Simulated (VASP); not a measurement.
# Te2Mo in VASP: settings compared, part 2 of 2

VASP 6.6.1. Earlier steps stand in the parts before.

## (3) Single point, PBEsol+U

The input, INCAR:

```
SYSTEM = Te2Mo
PREC = Accurate
ENCUT = 520
EDIFF = 1E-6
ISMEAR = -1
SIGMA = 0.05
LREAL = .False.
LASPH = .True.
NELM = 150
ALGO = Normal
ISIF = 2
LWAVE = .False.
LCHARG = .True.
LMAXMIX = 4
LDAU = .True.
LDAUTYPE = 2
LDAUL = -1 2
LDAUU = 0 3
LDAUJ = 0 0
LDAUPRINT = 1
GGA = PS
LELF = .True.
LVHAR = .True.
NBANDS = 35
```

The input, KPOINTS:

```
Automatic mesh
0
Gamma
  9 9 2
  0 0 0
```

The input, POSCAR:

```
Te2Mo
1.0
    3.5182000000      0.0000000000      0.0000000000
   -1.7591000000      3.0468505756      0.0000000000
    0.0000000000      0.0000000000     13.9736000000
Te Mo
4 2
Direct
    0.6666666667      0.3333333333      0.3790000000
    0.3333333333      0.6666666667      0.8790000000
    0.6666666667      0.3333333333      0.1210000000
    0.3333333333      0.6666666667      0.6210000000
    0.6666666667      0.3333333333      0.7500000000
    0.3333333333      0.6666666667      0.2500000000
```

Potentials or basis: VASP PAW PBE potentials, release 64 (Te, Mo_sv).

The run is started by

```bash
cat potpaw_PBE.64/Te/POTCAR potpaw_PBE.64/Mo_sv/POTCAR > POTCAR
mpirun -np 1 vasp_std > vasp.out
```

OUTCAR:

```text
SYSTEM = Te2Mo
   PREC = Accurate
   ENCUT = 520
   EDIFF = 1E-6
   ISMEAR = -1
   LREAL = .False.
   LASPH = .True.
   NELM = 150
   ISIF = 2
   GGA = PS

 ion  position               nearest neighbor table
   1  0.667  0.333  0.379-   6 2.72   6 2.72   6 2.72   3 3.61
   2  0.333  0.667  0.879-   5 2.72   5 2.72   5 2.72   4 3.61
   3  0.667  0.333  0.121-   6 2.72   6 2.72   6 2.72   1 3.61
   4  0.333  0.667  0.621-   5 2.72   5 2.72   5 2.72   2 3.61
[... 1190 lines left out ...]
  -------------------------------------------------------------------------------------
  Total       -0.3266130     -0.3266130      0.6853434      0.0000000      0.0000000      0.0000000
  in kB       -3.4935272     -3.4935272      7.3305879      0.0000000      0.0000000      0.0000000
  external PRESSURE =       0.1145112 kB  Pullay stress =       0.0000000 kB

 VOLUME and BASIS-vectors are now :
 -----------------------------------------------------------------------------
  energy-cutoff  :      520.00
  volume of cell :      149.79
      direct lattice vectors                 reciprocal lattice vectors
     3.518200000  0.000000000  0.000000000     0.284236257  0.164103880  0.000000000
    -1.759100000  3.046850576  0.000000000     0.000000000  0.328207759  0.000000000
     0.000000000  0.000000000 13.973600000     0.000000000  0.000000000  0.071563520

 POSITION                                       TOTAL-FORCE (eV/Angst)
 -----------------------------------------------------------------------------------
      1.75910      1.01562      5.29599         0.000000     -0.000000      0.092741
     -0.00000      2.03123     12.28279        -0.000000      0.000000      0.092741
      1.75910      1.01562      1.69081        -0.000000      0.000000     -0.092741
     -0.00000      2.03123      8.67761        -0.000000      0.000000     -0.092741
      1.75910      1.01562     10.48020         0.000000      0.000000      0.000000
     -0.00000      2.03123      3.49340        -0.000000     -0.000000      0.000000
 -----------------------------------------------------------------------------------
    total drift:                               -0.000000      0.000000     -0.000000

  FREE ENERGIE OF THE ION-ELECTRON SYSTEM (eV)
  ---------------------------------------------------
  free  energy   TOTEN  =       -32.1838528103 eV

  energy  without entropy=      -32.1838220931  energy(sigma->0) =      -32.18383745
```

OSZICAR:

```text
N       E                     dE             d eps       ncg     rms          rms(c)
DAV:   1     0.404299325167E+03    0.40430E+03   -0.26895E+04  1896   0.133E+03
DAV:   2    -0.123425595932E+02   -0.41664E+03   -0.40358E+03  2038   0.320E+02
DAV:   3    -0.334826661353E+02   -0.21140E+02   -0.20770E+02  2053   0.635E+01
DAV:   4    -0.339410034598E+02   -0.45834E+00   -0.45619E+00  2004   0.934E+00
DAV:   5    -0.339523764912E+02   -0.11373E-01   -0.11369E-01  2104   0.151E+00    0.228E+01
DAV:   6    -0.328585303189E+02    0.10938E+01   -0.87564E+00  1846   0.162E+01    0.100E+01
DAV:   7    -0.325512875463E+02    0.30724E+00   -0.57244E+00  1774   0.119E+01    0.592E+00
DAV:   8    -0.321917693221E+02    0.35952E+00   -0.86290E-01  1784   0.501E+00    0.268E+00
DAV:   9    -0.321924330297E+02   -0.66371E-03   -0.21318E-01  1944   0.208E+00    0.102E+00
DAV:  10    -0.321836460612E+02    0.87870E-02   -0.36952E-02  1835   0.113E+00    0.435E-01
DAV:  11    -0.321838809295E+02   -0.23487E-03   -0.20316E-03  2073   0.200E-01    0.360E-01
DAV:  12    -0.321840109810E+02   -0.13005E-03   -0.29188E-04  1824   0.956E-02    0.324E-01
DAV:  13    -0.321838523881E+02    0.15859E-03   -0.56135E-04  1792   0.128E-01    0.786E-02
DAV:  14    -0.321838534021E+02   -0.10140E-05   -0.40304E-05  2050   0.295E-02    0.583E-02
DAV:  15    -0.321838528103E+02    0.59179E-06   -0.10210E-06  1052   0.492E-03
   1 F= -.32183853E+02 E0= -.32183837E+02  d E =-.307173E-04
```

stdout:

```text
POSCAR found type information on POSCAR TeMo
 POSCAR found :  2 types and       6 ions
 scaLAPACK will be used
 -----------------------------------------------------------------------------
|                                                                             |
|                                                                             |
|     You enforced a specific xc type in the INCAR file but a different       |
|     I HOPE YOU KNOW WHAT YOU ARE DOING!                                     |
|                                                                             |
 -----------------------------------------------------------------------------

 LDA part: xc-table for (Slater+PW92), standard interpolation
 POSCAR, INCAR and KPOINTS ok, starting setup
 FFT: planning ... GRIDC
 FFT: planning ... GRID_SOFT
 FFT: planning ... GRID
 WAVECAR not read
 entering main loop
```

Wall time 94 s (1 thread of AMD EPYC 9R45 (Zen 5), shared host); peak memory 0.29 GiB.

What came out:

* Free energy: -32.1839 eV
* Pressure: 0.0 GPa
* Largest force: 0.093 eV/Å
* Band gap on the k mesh: 0.74 eV (least direct gap 1.04 eV)

Forces in eV/Å, atoms in the order of the input:
```
Te   0.000  0.000  0.093
Te   0.000  0.000  0.093
Te   0.000  0.000 -0.093
Te   0.000  0.000 -0.093
Mo   0.000  0.000  0.000
Mo   0.000  0.000  0.000
```

Eigenvalues of the final occupation matrices:
| site | spin | trace | eigenvalues |
| --- | --- | --- | --- |
| site 5 d | 1 | 1.99 | 0.39 0.39 0.39 0.41 0.41 |
| site 5 d | 2 | 1.99 | 0.39 0.39 0.39 0.41 0.41 |
| site 6 d | 1 | 1.99 | 0.39 0.39 0.39 0.41 0.41 |
| site 6 d | 2 | 1.99 | 0.39 0.39 0.39 0.41 0.41 |

Caveat: the PAW data sets were made with another functional, which shifts forces and pressure a little; spin-orbit coupling is left out, which moves the levels of the heavy elements; an odd mesh through Γ misses points on the zone boundary, where band edges can lie; this functional lacks dispersion, which binds the layers, so the pressure and a relaxed spacing across them are unreliable; the U is typed as a test and isn't derived for this compound.

## (4) Single point, r2SCAN (last atom moved by 0.04 Å along z, cell strained by +1.0% along z)

The input, INCAR:

```
  METAGGA = R2SCAN
  ISMEAR = 0
  SIGMA = 0.03
  LWAVE = F
  LCHARG = F
  ISIF = 2
  PREC = Accurate
  LASPH = T
  LREAL = F
  ALGO = Normal
  EDIFF = 1E-6
  NELM = 120
  GGA_COMPAT = F
  ENCUT = 320
  EFERMI = MIDGAP
  LMIXTAU = T
  KPAR = 2
  NBANDS = 40
  ADDGRID = F
```

The input, KPOINTS:

```
Automatic mesh
0
Gamma
  7 7 2
  0 0 0
```

The input, POSCAR:

```
Te2Mo
1.0
    3.5182000000      0.0000000000      0.0000000000
   -1.7591000000      3.0468505756      0.0000000000
    0.0000000000      0.0000000000     14.1133360000
Te Mo
4 2
Direct
    0.6666666700      0.3333333300      0.3790000000
    0.3333333300      0.6666666700      0.8790000000
    0.6666666700      0.3333333300      0.1210000000
    0.3333333300      0.6666666700      0.6210000000
    0.6666666700      0.3333333300      0.7500000000
    0.3333333300      0.6666666700      0.2528625400
```

The run is started by

```bash
cat potpaw_PBE.64/Te/POTCAR potpaw_PBE.64/Mo_sv/POTCAR > POTCAR
mpirun -np 2 vasp_std > vasp.out
```

Wall time 2.6 min (2 MPI ranks of Intel Xeon Platinum 8375C at 2.90GHz (Ice Lake), shared host); peak memory 0.23 GiB.

It converged, with:

```
Free energy            : -155.5860 eV
Pressure               : 1.0 GPa
Largest force          : 0.846 eV/Å
Band gap on the k mesh : 0.97 eV (least direct gap 1.35 eV)
```

Forces on the atoms (eV/Å):
```
Te   0.000  0.000  0.163
Te   0.000  0.000 -0.282
Te   0.000  0.000  0.674
Te   0.000  0.000  0.277
Mo   0.000  0.000  0.014
Mo   0.000  0.000 -0.846
```

Stress tensor (GPa, compression positive):
```
 1.66  0.00  0.00
 0.00  1.66  0.00
 0.00  0.00 -0.28
```

Levels at points of the mesh, in eV from the valence-band top:
| k point | band 22 | band 23 | band 24 | band 25 | band 26 | band 27 | band 28 | band 29 | band 30 | band 31 |
| --- | --- | --- | --- | --- | --- | --- | --- | --- | --- | --- |
| (0.00, 0.00, 0.00) | -1.05 | -1.01 | -1.01 | -0.50 | 0.00 | 3.04 | 3.04 | 3.17 | 3.17 | 3.31 |
| (0.00, 0.00, 0.50) | -1.03 | -1.03 | -1.03 | -0.20 | -0.06 | 3.06 | 3.06 | 3.12 | 3.12 | 3.42 |

Caveat: the cell differs from its parent crystal (last atom moved by 0.04 Å along z, cell strained by +1.0% along z); the PAW data sets were made with another functional, which shifts forces and pressure a little; spin-orbit coupling is left out, which moves the levels of the heavy elements; an odd mesh through Γ misses points on the zone boundary, where band edges can lie.

## (5) Single point, r2SCAN (last atom moved by 0.04 Å along z, cell strained by +1.0% along z)

The input, INCAR:

```
  METAGGA = R2SCAN
  ISMEAR = 0
  SIGMA = 0.03
  LWAVE = F
  LCHARG = F
  ISIF = 2
  PREC = Accurate
  LASPH = T
  LREAL = F
  ALGO = Normal
  EDIFF = 1E-7
  NELM = 120
  GGA_COMPAT = F
  ENCUT = 640
  EFERMI = MIDGAP
  LMIXTAU = T
  KPAR = 2
  NBANDS = 54
  ADDGRID = F
```

The input, KPOINTS:

```
Automatic mesh
0
Gamma
  11 11 3
  0 0 0
```

POSCAR is that of step 4.

The run is started by

```bash
cat potpaw_PBE.64/Te/POTCAR potpaw_PBE.64/Mo_sv/POTCAR > POTCAR
mpirun -np 2 vasp_std > vasp.out
```

It took 26 min on 2 MPI ranks of Intel Xeon Platinum 8375C at 2.90GHz (Ice Lake), shared host; peak memory 0.6 GiB.

Results (log left out):

| Item | Value |
| --- | --- |
| Free energy | -155.5757 eV |
| Pressure | 1.2 GPa |
| Largest force | 0.844 eV/Å |
| Band gap on the k mesh | 0.86 eV (least direct gap 1.24 eV) |

Forces on the atoms (eV/Å):
```
Te   0.000  0.000  0.157
Te   0.000  0.000 -0.287
Te   0.000  0.000  0.679
Te   0.000  0.000  0.282
Mo   0.000  0.000  0.014
Mo   0.000  0.000 -0.844
```

Stress tensor (GPa, compression positive):
```
 1.83  0.00  0.00
 0.00  1.83  0.00
 0.00  0.00 -0.16
```

Levels at points of the mesh, in eV from the valence-band top:
| k point | band 24 | band 25 | band 26 | band 27 | band 28 | band 29 |
| --- | --- | --- | --- | --- | --- | --- |
| (0.00, 0.00, 0.00) | -1.01 | -0.50 | 0.00 | 3.04 | 3.04 | 3.17 |

Caveat: the cell differs from its parent crystal (last atom moved by 0.04 Å along z, cell strained by +1.0% along z); the PAW data sets were made with another functional, which shifts forces and pressure a little; spin-orbit coupling is left out, which moves the levels of the heavy elements; an odd mesh through Γ misses points on the zone boundary, where band edges can lie.

## (6) Summary

| level | U | cell | k mesh | cutoff (eV) | smearing | dipole correction | tolerance level | purpose | gap on the mesh (eV) | pressure (GPa) | largest force (eV/Å) |
| --- | --- | --- | --- | --- | --- | --- | --- | --- | --- | --- | --- |
| PBEsol+U | Mo d U = 1.0 eV | a = 3.518, b = 3.518, c = 13.974 Å, angles 90.0, 90.0, 120.0°, 6 atoms, atomic positions A | 9 × 9 × 2 | 520 | fermi-dirac 0.05 eV | no | - | - | 0.75 | -0.7 | 0.01 |
| PBEsol+U | Mo d U = 3.0 eV | a = 3.518, b = 3.518, c = 13.974 Å, angles 90.0, 90.0, 120.0°, 6 atoms, atomic positions A | 9 × 9 × 2 | 520 | fermi-dirac 0.05 eV | no | - | - | 0.74 | 0.0 | 0.09 |
| r2SCAN | - | a = 3.518, b = 3.518, c = 14.113 Å, angles 90.0, 90.0, 120.0°, 6 atoms, atomic positions B | 7 × 7 × 2 | 320 | gaussian 0.03 eV | - | standard | all | 0.97 | 1.0 | 0.85 |
| r2SCAN | - | a = 3.518, b = 3.518, c = 14.113 Å, angles 90.0, 90.0, 120.0°, 6 atoms, atomic positions B | 11 × 11 × 3 | 640 | gaussian 0.03 eV | - | standard | all | 0.86 | 1.2 | 0.84 |

Alike in all rows: task single point; potentials or basis VASP PAW PBE potentials, release 64 (Te, Mo_sv); no spin polarisation.

Caveats: the PAW data sets were made with another functional, which shifts forces and pressure a little; spin-orbit coupling is left out, which moves the levels of the heavy elements; an odd mesh through Γ misses points on the zone boundary, where band edges can lie; this functional lacks dispersion, which binds the layers, so the pressure and a relaxed spacing across them are unreliable (at least some runs); the U is typed as a test and isn't derived for this compound (at least some runs).

Total energies depend on the potentials used, so only differences within one code and one set of settings carry meaning.

## (7) Against experiment

Step 2. Against the measured gap of Te2Mo, 0.88 eV (indirect; 300 K; quoted in “Broadband infrared study of pressure-tunable Fano resonance and metallization transition in 2H-MoTe2”, 2022, pmc:9569381), the calculated 0.75 eV is off by -0.13 eV. Spin-orbit coupling on Mo, Te is left out. The value is that of PBEsol+U on a finite k mesh, which can miss the band edges, without temperature or zero-point motion.

Step 3. A measured gap of Te2Mo is 0.88 eV (indirect; 300 K; quoted in “Broadband infrared study of pressure-tunable Fano resonance and metallization transition in 2H-MoTe2”, 2022, pmc:9569381); the calculated 0.74 eV misses it by -0.14 eV. Spin-orbit coupling on Mo, Te is left out. The value is that of PBEsol+U on a finite k mesh, which can miss the band edges, without temperature or zero-point motion.
